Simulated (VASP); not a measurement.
# CuAu (P4/mmm) in VASP: notebook

CuAu is run at these levels: PBEsol; tasks: electric field gradients.

All numbers are computed with VASP 6.6.1; they aren't measurements. Logs are shortened: lines on timing, memory, paths and dates and some standing lists are left out, and cuts for length are marked.

## Step 1: The cell of the first run

Symmetry: P4/mmm, No. 123, tetragonal system. The conventional cell has a = 2.855 Å, b = 2.855 Å, c = 3.742 Å, α = 90.00°, β = 90.00°, γ = 90.00°. Cu (site symmetry 4/mmm) has 8 Au at 2.75 Å and 6 Cu at 2.85 to 3.74 Å within 3.8 Å. Au (site symmetry 4/mmm) has 8 Cu at 2.75 Å and 6 Au at 2.85 to 3.74 Å within 3.8 Å.

## Step 2: Electric field gradients, PBEsol (15.25 Å³/atom)

INCAR reads:

```
PREC = Accurate
ENCUT = 610
EDIFF = 1E-8
ISMEAR = -1
SIGMA = 0.05
LREAL = False
LASPH = True
NELM = 120
ALGO = Normal
ISIF = 2
LWAVE = False
LCHARG = False
GGA = PS
LEFG = True
NBANDS = 26
GGA_COMPAT = False
```

KPOINTS reads:

```
regular mesh
0
Gamma
  13 13 10
```

POSCAR reads:

```
CuAu
1.0
    2.8549159028      0.0000000000      0.0000000000
    0.0000000000      2.8549159028      0.0000000000
    0.0000000000      0.0000000000      3.7419790583
Cu Au
1 1
Direct
    0.5000000000      0.5000000000      0.5000000000
    0.0000000000      0.0000000000      0.0000000000
```

Potentials or basis: VASP PAW PBE potentials, release 64 (Cu_sv_GW, Au_sv_GW).

Run with:

```
cat potpaw_PBE.64/Cu_sv_GW/POTCAR potpaw_PBE.64/Au_sv_GW/POTCAR > POTCAR
mpirun -np 1 vasp_std > vasp.out
```

OUTCAR:

```text
PREC = Accurate
   ENCUT = 610
   EDIFF = 1E-8
   ISMEAR = -1
   LREAL = False
   LASPH = True
   NELM = 120
   ISIF = 2
   GGA = PS

 ion  position               nearest neighbor table
   1  0.500  0.500  0.500-   2 2.75   2 2.75   2 2.75   2 2.75   2 2.75   2 2.75   2 2.75   2 2.75

   2  0.000  0.000  0.000-   1 2.75   1 2.75   1 2.75   1 2.75   1 2.75   1 2.75   1 2.75   1 2.75

  LATTYP: Found a simple tetragonal cell.
 ALAT       =     2.8549159028
 C/A-ratio  =     1.3107142857

  Lattice vectors:

 A1 = (   2.8549159028,   0.0000000000,   0.0000000000)
 A2 = (   0.0000000000,   2.8549159028,   0.0000000000)
 A3 = (   0.0000000000,   0.0000000000,   3.7419790583)

Analysis of symmetry for initial positions (statically):
=====================================================================
 Subroutine PRICEL returns:
 Original cell was already a primitive cell.

 Routine SETGRP: Setting up the symmetry group for a
 simple tetragonal supercell.

 Subroutine GETGRP returns: Found 16 space group operations
 (whereof 16 operations were pure point group operations)
 out of a pool of 16 trial point group operations.

The static configuration has the point symmetry D_4h.

Analysis of symmetry for dynamics (positions and initial velocities):
=====================================================================
 Subroutine PRICEL returns:
 Original cell was already a primitive cell.

 Routine SETGRP: Setting up the symmetry group for a
 simple tetragonal supercell.

 Subroutine GETGRP returns: Found 16 space group operations
 (whereof 16 operations were pure point group operations)
 out of a pool of 16 trial point group operations.

The dynamic configuration has the point symmetry D_4h.

 Subroutine INISYM returns: Found 16 space group operations
 (whereof 16 operations are pure point group operations),
 and found     1 'primitive' translations

----------------------------------------------------------------------------------------

                                     Primitive cell

  volume of cell :      30.4992

  direct lattice vectors                    reciprocal lattice vectors
     2.854915903  0.000000000  0.000000000     0.350273015  0.000000000  0.000000000
     0.000000000  2.854915903  0.000000000     0.000000000  0.350273015  0.000000000
     0.000000000  0.000000000  3.741979058     0.000000000  0.000000000  0.267238267

  length of vectors
     2.854915903  2.854915903  3.741979058     0.350273015  0.350273015  0.267238267

  position of ions in fractional coordinates (direct lattice)
     0.500000000  0.500000000  0.500000000
     0.000000000  0.000000000  0.000000000

  ion indices of the primitive-cell ions
   primitive index   ion index
                 1           1
                 2           2

----------------------------------------------------------------------------------------

 KPOINTS: regular mesh

Automatic generation of k-mesh.
 Grid dimensions read from file:
 generate k-points for:   13   13   10

 Generating k-lattice:

  Cartesian coordinates                     Fractional coordinates (reciprocal lattice)
     0.026944078  0.000000000  0.000000000     0.076923077  0.000000000  0.000000000
     0.000000000  0.026944078  0.000000000     0.000000000  0.076923077  0.000000000
     0.000000000  0.000000000  0.026723827     0.000000000  0.000000000  0.100000000

  Length of vectors
     0.026944078  0.026944078  0.026723827

  Shift w.r.t. Gamma in fractional coordinates (k-lattice)
     0.000000000  0.000000000  0.000000000

 Subroutine IBZKPT returns following result:
 ===========================================

 Found    168 irreducible k-points:

 Following reciprocal coordinates:
            Coordinates               Weight
  0.000000  0.000000  0.000000      1.000000
  0.076923  0.000000  0.000000      4.000000
  0.153846  0.000000  0.000000      4.000000
  0.230769  0.000000  0.000000      4.000000
  0.307692  0.000000  0.000000      4.000000
  0.384615  0.000000  0.000000      4.000000
[... 16 lines left out ...]
  0.307692  0.307692  0.000000      4.000000
  0.384615  0.307692  0.000000      8.000000
 [... further k-points ...]
   k-points           NKPTS =    168   k-points in BZ     NKDIM =    168   number of bands    NBANDS=     26
   number of dos      NEDOS =    301   number of ions     NIONS =      2
   total plane-waves  NPLWV =  17280
   dimension x,y,z NGX =    24 NGY =   24 NGZ =   30
   dimension x,y,z NGXF=    48 NGYF=   48 NGZF=   60
   ions per type =               1   1
   NGX,Y,Z   is equivalent  to a cutoff of  13.98, 13.98, 13.33 a.u.
   NGXF,Y,Z  is equivalent  to a cutoff of  27.95, 27.95, 26.66 a.u.
 SYSTEM =  unknown system
   PREC   = accura    normal or accurate (medium, high low for compatibility)
   ISTART =      0    job   : 0-new  1-cont  2-samecut
   ICHARG =      2    charge: 1-file 2-atom 10-const
   ISPIN  =      1    spin polarized calculation?
   LNONCOLLINEAR =      F non collinear calculations
   LSORBIT =      F    spin-orbit coupling
   LASPH  =      T    aspherical Exc in radial PAW
   ENCUT  =  610.0 eV  44.83 Ry    6.70 a.u.   5.75  5.75  7.54*2*pi/ulx,y,z
   NELM   =    120;   NELMIN=  2; NELMDL= -5     # of ELM steps
   EDIFF  = 0.1E-07   stopping-criterion for ELM
   LREAL  =      F    real-space projection
   EDIFFG = 0.1E-06   stopping-criterion for IOM
   NSW    =      0    number of steps for IOM
   IBRION =     -1    ionic relax: 0-MD 1-quasi-New 2-CG
   NFREE  =      0    steps in history (QN), initial steepest desc. (CG)
   ISIF   =      2    stress and relaxation
   ISYM   =      2    0-nonsym 1-usesym 2-fastsym
   POTIM  = 0.5000    time-step for ionic-motion
   TEBEG  =    0.0;   TEEND  =   0.0 temperature during run
   PSTRESS=    0.0 pullay stress
   NELECT =      38.0000    total number of electrons
   NUPDOWN=      -1.0000    fix difference up-down
   EMIN   =  10.00;   EMAX   =-10.00  energy-range for DOS
   EFERMI =   0.00;   METHOD = LEGACY
   ISMEAR =    -1;   SIGMA  =   0.05  broadening in eV -4-tet -1-fermi 0-gaus
   EFERMI_NEDOS =   21; number of points for ismear=-14 and -15
   IALGO  =     38    algorithm
   IMIX   =      4    mixing-type and parameters
     AMIX     =   0.40;   BMIX     =  1.00
     AMIX_MAG =   1.60;   BMIX_MAG =  1.00
  volume/ion in A,a.u.               =      15.25       102.91
  Fermi-wavevector in a.u.,A,eV,Ry     =   1.761598  3.328937 42.221952  3.103226
  Thomas-Fermi vector in A             =   2.830136
   LORBIT       =      0    0 simple, 1 ext, 2 COOP (PROOUT), +10 PAW based schemes
   GGA     = PS    functional components
   LHFCALC =     F    Hartree Fock is set to
   AEXX    =    0.0000 exact exchange contribution
   IVDW    =     0    specifies the selected vdW correction
   LEPSILON=     F    determine dielectric tensor
   LRPA    =     F    only Hartree local field effects (RPA)
 non-spin polarized calculation
  energy-cutoff  :      610.00
  volume of cell :       30.50
 maximum number of plane-waves:      1064
 NGX is ok and might be reduce to    24
   NGX = 11   NGY = 11   NGZ = 15

 number of electron      37.9999995 magnetization

 Free energy of the ion-electron system (eV)
  ---------------------------------------------------
  ext. energy  EPLUGINS =         0.00000000
  ---------------------------------------------------
  free energy    TOTEN  =        -7.74994575 eV

  energy without entropy =       -7.74512307  energy(sigma->0) =       -7.74753441

 E-fermi :   7.5356     XC(G=0): -13.1625

 val. band max:        7.5345795668   @ k =   0.4615   0.1538   0.4000
 cond. band min:       7.5584519020   @ k =   0.4615   0.0000   0.0000
 fundamental gap:      0.0238723352
 Fermi energy:         7.5356391203

 k-point     1 :       0.0000    0.0000    0.0000
  band No.  band energies     occupation
      1    -104.2771      2.00000
      2     -98.4463      2.00000
      3     -61.8366      2.00000
      4     -61.8305      2.00000
      5     -61.8305      2.00000
      6     -49.6784      2.00000
[... 18 lines left out ...]
     25      23.7938      0.00000
     26      24.7518      0.00000
[... 644 lines left out ...]
      4     -61.8396      2.00000
      5     -61.8345      2.00000
      6     -49.7443      2.00000
[... 18 lines left out ...]
     25      20.2460      0.00000
     26      20.4618      0.00000

 [... further k-points ...]

------------------------ aborting loop because EDIFF is reached ----------------------------------------

  FORCE on cell =-STRESS in cart. coord.  units (eV):
  Direction    XX          YY          ZZ          XY          YZ          ZX
  --------------------------------------------------------------------------------------
  -------------------------------------------------------------------------------------
  Total       -2.2274723     -2.2274723     -2.1154787      0.0000000      0.0000000     -0.0000000
  in kB     -117.0132131   -117.0132131   -111.1299842      0.0000000      0.0000000     -0.0000000
  external PRESSURE =    -115.0521368 kB  Pullay stress =       0.0000000 kB

 VOLUME and BASIS-vectors are now :
 -----------------------------------------------------------------------------
  energy-cutoff  :      610.00
  volume of cell :       30.50
      direct lattice vectors                 reciprocal lattice vectors
     2.854915903  0.000000000  0.000000000     0.350273015  0.000000000  0.000000000
     0.000000000  2.854915903  0.000000000     0.000000000  0.350273015  0.000000000
     0.000000000  0.000000000  3.741979058     0.000000000  0.000000000  0.267238267

 POSITION                                       TOTAL-FORCE (eV/Angst)
 -----------------------------------------------------------------------------------
      1.42746      1.42746      1.87099         0.000000      0.000000      0.000000
      0.00000      0.00000      0.00000         0.000000      0.000000      0.000000
 -----------------------------------------------------------------------------------
    total drift:                                0.000000      0.000000     -0.000000

  FREE ENERGIE OF THE ION-ELECTRON SYSTEM (eV)
  ---------------------------------------------------
  free  energy   TOTEN  =        -7.7499457545 eV

  energy  without entropy=       -7.7451230718  energy(sigma->0) =       -7.74753441

 Electric field gradients (V/A^2)
---------------------------------------------------------------------
 ion       V_xx      V_yy      V_zz      V_xy      V_xz      V_yz
---------------------------------------------------------------------
   1       5.274     5.274   -10.548    -0.000    -0.000     0.000
   2     -28.675   -28.675    57.350    -0.000    -0.000     0.000
---------------------------------------------------------------------

 Electric field gradients after diagonalization (V/A^2)
 (convention: |V_zz| > |V_xx| > |V_yy|)
----------------------------------------------------------------------
 ion       V_xx      V_yy      V_zz     asymmetry (V_yy - V_xx)/ V_zz
----------------------------------------------------------------------
   1       5.274     5.274   -10.548       0.000
   2     -28.675   -28.675    57.350       0.000
----------------------------------------------------------------------

           NMR quadrupolar parameters

 Cq : quadrupolar parameter    Cq=e*Q*V_zz/h
 eta: asymmetry parameters     (V_yy - V_xx)/ V_zz
 Q  : nuclear electric quadrupole moment in mb (millibarn)
----------------------------------------------------------------------
 ion       Cq(MHz)       eta       Q (mb)
----------------------------------------------------------------------
   1      -0.026       0.000       1.000
   2       0.139       0.000       1.000
----------------------------------------------------------------------
```

It took 69 s on 1 thread of Intel Xeon 6975P-C (Granite Rapids), shared host; peak memory 0.32 GiB.

Results:

| Property | Result |
| --- | --- |
| Free energy | -7.7499 eV |
| Pressure | -11.5 GPa |
| Band gap on the k mesh | zero (bands 19 and 20 overlap by 6.08 eV) |
| Largest electric field gradient by atom | Cu -10.5; Au +57.4 V/Å² |

Levels at points of the mesh, in eV from the Fermi level:
```
           k point  band 17  band 18  band 19  band 20  band 21  band 22
(0.00, 0.00, 0.00)    -1.62    -1.43    -1.43     2.07     7.55     9.75
(0.00, 0.00, 0.50)    -2.21    -2.19    -2.19    -1.87    14.11    14.18
```

Electric field gradients, principal values (V/Å²):
| atom | least | middle | greatest (by size) |
| --- | --- | --- | --- |
| 1 Cu | 5.274 | 5.274 | -10.548 |
| 2 Au | -28.675 | -28.675 | 57.350 |

Caveat: the cell stands under tension; without QUAD_EFG the Cq values of the log hold for a quadrupole moment of 1 mb, not for the nuclei; the PAW data sets were made with another functional, which shifts forces and pressure a little; spin-orbit coupling is left out, which moves the levels of the heavy elements.

## Step 3: Electric field gradients, PBEsol (zz strain of +2 %)

INCAR reads:

```
SYSTEM = CuAu
PREC = Accurate
ENCUT = 610
EDIFF = 1E-8
ISMEAR = -1
SIGMA = 0.05
LREAL = .False.
LASPH = .True.
NELM = 120
ALGO = Normal
ISIF = 2
LWAVE = .False.
LCHARG = .False.
GGA = PS
LEFG = .True.
NBANDS = 26
GGA_COMPAT = .False.
```

KPOINTS reads:

```
regular mesh
0
Gamma
  13 13 10
  0 0 0
```

POSCAR reads:

```
CuAu
1.0
    2.8000000000      0.0000000000      0.0000000000
    0.0000000000      2.8000000000      0.0000000000
    0.0000000000      0.0000000000      3.7434000000
Cu Au
1 1
Direct
    0.5000000000      0.5000000000      0.5000000000
    0.0000000000      0.0000000000      0.0000000000
```

Potentials or basis: VASP PAW PBE potentials, release 64 (Cu_sv_GW, Au_sv_GW).

Run with:

```
cat potpaw_PBE.64/Cu_sv_GW/POTCAR potpaw_PBE.64/Au_sv_GW/POTCAR > POTCAR
mpirun -np 1 vasp_std > vasp.out
```

OUTCAR:

```text
SYSTEM = CuAu
   PREC = Accurate
   ENCUT = 610
   EDIFF = 1E-8
   ISMEAR = -1
   LREAL = .False.
   LASPH = .True.
   NELM = 120
   ISIF = 2
   GGA = PS

 ion  position               nearest neighbor table
   1  0.500  0.500  0.500-   2 2.72   2 2.72   2 2.72   2 2.72   2 2.72   2 2.72   2 2.72   2 2.72

   2  0.000  0.000  0.000-   1 2.72   1 2.72   1 2.72   1 2.72   1 2.72   1 2.72   1 2.72   1 2.72

  LATTYP: Found a simple tetragonal cell.
 ALAT       =     2.8000000000
 C/A-ratio  =     1.3369285714

  Lattice vectors:

 A1 = (   2.8000000000,   0.0000000000,   0.0000000000)
[... 910 lines left out ...]
  free  energy   TOTEN  =        -7.8039733201 eV

  energy  without entropy=       -7.8004790281  energy(sigma->0) =       -7.80222617

 Electric field gradients (V/A^2)
---------------------------------------------------------------------
 ion       V_xx      V_yy      V_zz      V_xy      V_xz      V_yz
---------------------------------------------------------------------
   1       5.563     5.563   -11.126    -0.000    -0.000    -0.000
   2     -34.652   -34.652    69.304     0.000    -0.000     0.000
---------------------------------------------------------------------

 Electric field gradients after diagonalization (V/A^2)
 (convention: |V_zz| > |V_xx| > |V_yy|)
----------------------------------------------------------------------
 ion       V_xx      V_yy      V_zz     asymmetry (V_yy - V_xx)/ V_zz
----------------------------------------------------------------------
   1       5.563     5.563   -11.126       0.000
   2     -34.652   -34.652    69.304       0.000
----------------------------------------------------------------------

           NMR quadrupolar parameters

 Cq : quadrupolar parameter    Cq=e*Q*V_zz/h
 eta: asymmetry parameters     (V_yy - V_xx)/ V_zz
 Q  : nuclear electric quadrupole moment in mb (millibarn)
----------------------------------------------------------------------
 ion       Cq(MHz)       eta       Q (mb)
----------------------------------------------------------------------
   1      -0.027       0.000       1.000
   2       0.168       0.000       1.000
----------------------------------------------------------------------
```

Run time: 3.7 min. Hardware: 1 thread of Intel Xeon Platinum 8259CL at 2.50GHz (Skylake/Cascade Lake), shared host; peak memory 0.32 GiB.

What came out:

- Free energy: -7.8040 eV
- Pressure: -6.5 GPa
- Band gap on the k mesh: zero (bands 19 and 20 overlap by 6.30 eV)
- Largest electric field gradient by atom: Cu -11.1; Au +69.3 V/Å²

Stress tensor (GPa, compression positive):
```
-6.35  0.00  0.00
 0.00 -6.35  0.00
 0.00  0.00 -6.86
```

Levels at points of the mesh, in eV from the Fermi level:
| k point | band 17 | band 18 | band 19 | band 20 | band 21 | band 22 |
| --- | --- | --- | --- | --- | --- | --- |
| (0.00, 0.00, 0.00) | -1.67 | -1.46 | -1.46 | 1.74 | 7.53 | 10.15 |
| (0.00, 0.00, 0.50) | -2.36 | -2.27 | -2.27 | -1.92 | 14.41 | 14.58 |

Electric field gradients, principal values (V/Å²):
```tsv
atom	least	middle	greatest (by size)
1 Cu	5.563	5.563	-11.126
2 Au	-34.652	-34.652	69.304
```

Caveat: the cell differs from its parent crystal (zz strain of +2 %); the cell stands under tension; without QUAD_EFG the Cq values of the log hold for a quadrupole moment of 1 mb, not for the nuclei; the PAW data sets were made with another functional, which shifts forces and pressure a little; spin-orbit coupling is left out, which moves the levels of the heavy elements.

(Part 1 of 3 ends here.)

The gap in the log of VASP goes by the Fermi energy; the results here count the filled bands.